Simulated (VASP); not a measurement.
# SnTe3 (Fm-3m) in VASP: vibrations by perturbation theory with LDA

Aim: the vibrations by perturbation theory of SnTe3 with LDA.

Everything below comes from runs of VASP 6.6.1. Logs are shortened: lines on timing, memory, paths and dates and some standing lists are left out, and cuts for length are marked.

### 1 The cell of the first run

It takes space group Fm-3m (No. 225, cubic). The conventional cell has a = 7.722 Å, b = 7.722 Å, c = 7.722 Å, α = 90.00°, β = 90.00°, γ = 90.00°. Within 4.4 Å of Sn (site symmetry m-3m) lie 14 Te at 3.34 to 3.86 Å. Te (site symmetry -43m) has 4 Sn at 3.34 Å and 10 Te at 3.34 to 3.86 Å within 4.4 Å. Te (site symmetry m-3m) has 8 Te at 3.34 Å and 6 Sn at 3.86 Å within 4.4 Å.

### 2 Vibrations by perturbation theory, LDA

Contents of INCAR:

```
SYSTEM = SnTe3
PREC = Accurate
ENCUT = 520
EDIFF = 1E-8
ISMEAR = -1
SIGMA = 0.1
LREAL = .FALSE.
LASPH = .TRUE.
NELM = 80
ALGO = Normal
ISIF = 2
LWAVE = .FALSE.
LCHARG = .FALSE.
GGA = CA
IBRION = 8
NSW = 1
```

Contents of KPOINTS:

```
Automatic mesh
0
G
  4 4 4
  0 0 0
```

Contents of POSCAR:

```
SnTe3
1.0
    0.0000000000      3.8612200000      3.8612200000
    3.8612200000      0.0000000000      3.8612200000
    3.8612200000      3.8612200000      0.0000000000
Sn Te
1 3
Direct
    0.0000000000      0.0000000000      0.0000000000
    0.2500000000      0.2500000000      0.2500000000
    0.7500000000      0.7500000000      0.7500000000
    0.5000000000      0.5000000000      0.5000000000
```

Potentials or basis: VASP PAW LDA potentials, release 64 (Sn_d, Te).

Run with:

```
> cat potpaw_LDA.64/Sn_d/POTCAR potpaw_LDA.64/Te/POTCAR > POTCAR
> mpirun -np 1 vasp_std > vasp.out
```

OUTCAR:

```text
SYSTEM = SnTe3
   PREC = Accurate
   ENCUT = 520
   EDIFF = 1E-8
   ISMEAR = -1
   LREAL = .FALSE.
   LASPH = .TRUE.
   NELM = 80
   ISIF = 2
   GGA = CA
   IBRION = 8
   NSW = 1

 ion  position               nearest neighbor table
   1  0.000  0.000  0.000-   3 3.34   3 3.34   3 3.34   2 3.34   3 3.34   2 3.34   2 3.34   2 3.34

   2  0.250  0.250  0.250-   1 3.34   1 3.34   1 3.34   1 3.34   4 3.34   4 3.34   4 3.34   4 3.34

   3  0.750  0.750  0.750-   4 3.34   4 3.34   4 3.34   1 3.34   4 3.34   1 3.34   1 3.34   1 3.34

   4  0.500  0.500  0.500-   2 3.34   2 3.34   2 3.34   2 3.34   3 3.34   3 3.34   3 3.34   3 3.34

  LATTYP: Found a face centered cubic cell.
 ALAT       =     7.7224400000

  Lattice vectors:

 A1 = (   0.0000000000,   3.8612200000,   3.8612200000)
 A2 = (   3.8612200000,   0.0000000000,   3.8612200000)
 A3 = (   3.8612200000,   3.8612200000,   0.0000000000)

Analysis of symmetry for initial positions (statically):
=====================================================================
 Subroutine PRICEL returns:
 Original cell was already a primitive cell.

 Routine SETGRP: Setting up the symmetry group for a
 face centered cubic supercell.

 Subroutine GETGRP returns: Found 48 space group operations
 (whereof 48 operations were pure point group operations)
 out of a pool of 48 trial point group operations.

The static configuration has the point symmetry O_h .

Analysis of symmetry for dynamics (positions and initial velocities):
=====================================================================
 Subroutine PRICEL returns:
 Original cell was already a primitive cell.

 Routine SETGRP: Setting up the symmetry group for a
 face centered cubic supercell.

 Subroutine GETGRP returns: Found 48 space group operations
 (whereof 48 operations were pure point group operations)
 out of a pool of 48 trial point group operations.

The dynamic configuration has the point symmetry O_h .

 Subroutine INISYM returns: Found 48 space group operations
 (whereof 48 operations are pure point group operations),
 and found     1 'primitive' translations

----------------------------------------------------------------------------------------

                                     Primitive cell

  volume of cell :     115.1340

  direct lattice vectors                    reciprocal lattice vectors
     0.000000000  3.861220000  3.861220000    -0.129492751  0.129492751  0.129492751
     3.861220000  0.000000000  3.861220000     0.129492751 -0.129492751  0.129492751
     3.861220000  3.861220000  0.000000000     0.129492751  0.129492751 -0.129492751

  length of vectors
     5.460589691  5.460589691  5.460589691     0.224288024  0.224288024  0.224288024

  position of ions in fractional coordinates (direct lattice)
     0.000000000  0.000000000  0.000000000
     0.250000000  0.250000000  0.250000000
     0.750000000  0.750000000  0.750000000
     0.500000000  0.500000000  0.500000000

  ion indices of the primitive-cell ions
   primitive index   ion index
                 1           1
                 2           2
                 3           3
                 4           4

[... 97 lines left out ...]
  ---------------------------------------------------
  ext. energy  EPLUGINS =         0.00000000
  ---------------------------------------------------
  free energy    TOTEN  =       -15.44079572 eV

  energy without entropy =      -15.31041851  energy(sigma->0) =      -15.37560712

 E-fermi :   7.5529     XC(G=0): -10.2140

 val. band max:        7.2978770372   @ k =  -0.2500   0.5000   0.2500
 cond. band min:       7.5903244222   @ k =   0.2500   0.2500   0.0000
 fundamental gap:      0.2924473850
 Fermi energy:         7.5529321082

 k-point     1 :       0.0000    0.0000    0.0000
  band No.  band energies     occupation
      1     -13.9621      2.00000
      2     -13.9621      2.00000
      3     -13.9621      2.00000
      4     -13.9568      2.00000
      5     -13.9568      2.00000
      6      -5.9240      2.00000
[... 173 lines left out ...]
     19       9.9206      0.00000
     20       9.9206      0.00000

------------------------ aborting loop because EDIFF is reached ----------------------------------------

  FORCE on cell =-STRESS in cart. coord.  units (eV):
  Direction    XX          YY          ZZ          XY          YZ          ZX
  --------------------------------------------------------------------------------------
  -------------------------------------------------------------------------------------
  Total       -2.4776621     -2.4776621     -2.4776621     -0.0000000     -0.0000000      0.0000000
  in kB      -34.4785527    -34.4785527    -34.4785527     -0.0000000     -0.0000000      0.0000000
  external PRESSURE =     -34.4785527 kB  Pullay stress =       0.0000000 kB

 VOLUME and BASIS-vectors are now :
 -----------------------------------------------------------------------------
  energy-cutoff  :      520.00
  volume of cell :      115.13
      direct lattice vectors                 reciprocal lattice vectors
     0.000000000  3.861220000  3.861220000    -0.129492751  0.129492751  0.129492751
     3.861220000  0.000000000  3.861220000     0.129492751 -0.129492751  0.129492751
     3.861220000  3.861220000  0.000000000     0.129492751  0.129492751 -0.129492751

 POSITION                                       TOTAL-FORCE (eV/Angst)
 -----------------------------------------------------------------------------------
      0.00000      0.00000      0.00000        -0.000000     -0.000000     -0.000000
      1.93061      1.93061      1.93061        -0.000000     -0.000000     -0.000000
      5.79183      5.79183      5.79183         0.000000      0.000000      0.000000
      3.86122      3.86122      3.86122        -0.000000     -0.000000     -0.000000
 -----------------------------------------------------------------------------------
    total drift:                               -0.000000      0.000000      0.000000

  FREE ENERGIE OF THE ION-ELECTRON SYSTEM (eV)
  ---------------------------------------------------
  free  energy   TOTEN  =       -15.4407957198 eV

  energy  without entropy=      -15.3104185111  energy(sigma->0) =      -15.37560712

[... ionic steps 2 to 12 ...]

--------------------------------------- Ionic step       13  -------------------------------------------

 Free energy of the ion-electron system (eV)
  ---------------------------------------------------
  ---------------------------------------------------
  free energy    TOTEN  =        -0.04965271 eV

  energy without entropy =       -0.04965267

------------------------ aborting loop because EDIFF is reached ----------------------------------------

 INTERNAL STRAIN TENSOR  FOR ION    4  DIRECTION 1   (eV/Angst):
 -----------------------------------------------------------------------------
     0.02621 -0.00000  0.00000
     0.00000 -0.02512  0.00000
    -0.00000  0.00000 -0.02512

 INTERNAL STRAIN TENSOR FOR ION    4 for displacements in x,y,z  (eV/Angst):
          X           Y           Z          XY          YZ          ZX
  --------------------------------------------------------------------------------
  x     0.00000     0.00000     0.00000     0.00000     0.00000     0.00000
  y     0.00000     0.00000     0.00000     0.00000     0.00000     0.00000
  z     0.00000     0.00000     0.00000     0.00000     0.00000     0.00000

 SECOND DERIVATIVES (NOT SYMMETRIZED)
 ------------------------------------
               1X          1Y          1Z          2X          2Y          2Z          3X          3Y          3Z          4X          4Y          4Z
  1X    -0.365489    0.000000    0.000000   -0.613433    0.000000    0.000000   -0.613433    0.000000    0.000000    1.592355    0.000000    0.000000
  1Y     0.000000   -0.365489    0.000000    0.000000   -0.613433    0.000000    0.000000   -0.613433    0.000000    0.000000    1.592355    0.000000
  1Z     0.000000    0.000000   -0.365489    0.000000    0.000000   -0.613433    0.000000    0.000000   -0.613433    0.000000    0.000000    1.592355
  2X    -0.604639    0.000000    0.000000    0.515228    0.000000    0.000000    0.882280    0.000000    0.000000   -0.792869    0.000000    0.000000
  2Y     0.000000   -0.604639    0.000000    0.000000    0.515228    0.000000    0.000000    0.882280    0.000000    0.000000   -0.792869    0.000000
  2Z     0.000000    0.000000   -0.604639    0.000000    0.000000    0.515228    0.000000    0.000000    0.882280    0.000000    0.000000   -0.792869
  3X    -0.604639    0.000000    0.000000    0.882280    0.000000    0.000000    0.515228    0.000000    0.000000   -0.792869    0.000000    0.000000
  3Y     0.000000   -0.604639    0.000000    0.000000    0.882280    0.000000    0.000000    0.515228    0.000000    0.000000   -0.792869    0.000000
  3Z     0.000000    0.000000   -0.604639    0.000000    0.000000    0.882280    0.000000    0.000000    0.515228    0.000000    0.000000   -0.792869
  4X     1.597802    0.000000    0.000000   -0.785113    0.000000    0.000000   -0.785113    0.000000    0.000000   -0.027576    0.000000    0.000000
  4Y     0.000000    1.597802    0.000000    0.000000   -0.785113    0.000000    0.000000   -0.785113    0.000000    0.000000   -0.027576    0.000000
  4Z     0.000000    0.000000    1.597802    0.000000    0.000000   -0.785113    0.000000    0.000000   -0.785113    0.000000    0.000000   -0.027576

 Eigenvectors and eigenvalues of the dynamical matrix
 ----------------------------------------------------

   1 f  =    1.895759 THz    11.911407 2PiTHz   63.235725 cm-1     7.840227 meV
             X         Y         Z           dx          dy          dz
      0.000000  0.000000  0.000000    -0.065075   -0.733019   -0.012797
      1.930610  1.930610  1.930610     0.001860    0.020949    0.000366
      5.791830  5.791830  5.791830     0.001860    0.020949    0.000366
      3.861220  3.861220  3.861220     0.059797    0.673562    0.011759
[... 71 lines left out ...]
  12 f/i=    2.337795 THz    14.688802 2PiTHz   77.980464 cm-1     9.668341 meV
             X         Y         Z           dx          dy          dz
      0.000000  0.000000  0.000000    -0.023148   -0.441271   -0.152594
      1.930610  1.930610  1.930610     0.024517    0.467386    0.161625
      5.791830  5.791830  5.791830     0.024517    0.467386    0.161625
      3.861220  3.861220  3.861220    -0.026716   -0.509296   -0.176118

--------------------------------------------------------------------------------------------------------

 ELASTIC MODULI CONTR FROM IONIC RELAXATION (kBar)
 Direction    XX          YY          ZZ          XY          YZ          ZX
 --------------------------------------------------------------------------------
 XX          -0.0000     -0.0000     -0.0000      0.0000     -0.0000      0.0000
 YY          -0.0000     -0.0000     -0.0000      0.0000      0.0000      0.0000
 ZZ          -0.0000     -0.0000     -0.0000     -0.0000      0.0000      0.0000
 XY           0.0000      0.0000     -0.0000   -316.6911      0.0000     -0.0000
 YZ          -0.0000      0.0000      0.0000      0.0000   -316.6911     -0.0000
 ZX           0.0000      0.0000      0.0000     -0.0000     -0.0000   -316.6911
 --------------------------------------------------------------------------------
```

Run time: 2 min. Hardware: 1 thread of Intel Xeon 6975P-C (Granite Rapids), shared host; peak memory 0.32 GiB.

What came out:

```yaml
Highest_phonon_frequency_at_Γ_LO-TO_splitting_left_out: 63 cm⁻¹
Most_unstable_mode: 78i cm⁻¹
```

Phonon frequencies in cm⁻¹ (negative: imaginary):
| q point | frequencies |
| --- | --- |
| (0.000, 0.000, 0.000) | -78 -78 -78 0 0 0 28 28 28 63 63 63 |

Caveat: the cell wasn't relaxed at this level first, which shifts response properties; some modes are imaginary; spin-orbit coupling is left out, which moves the levels of the heavy elements.
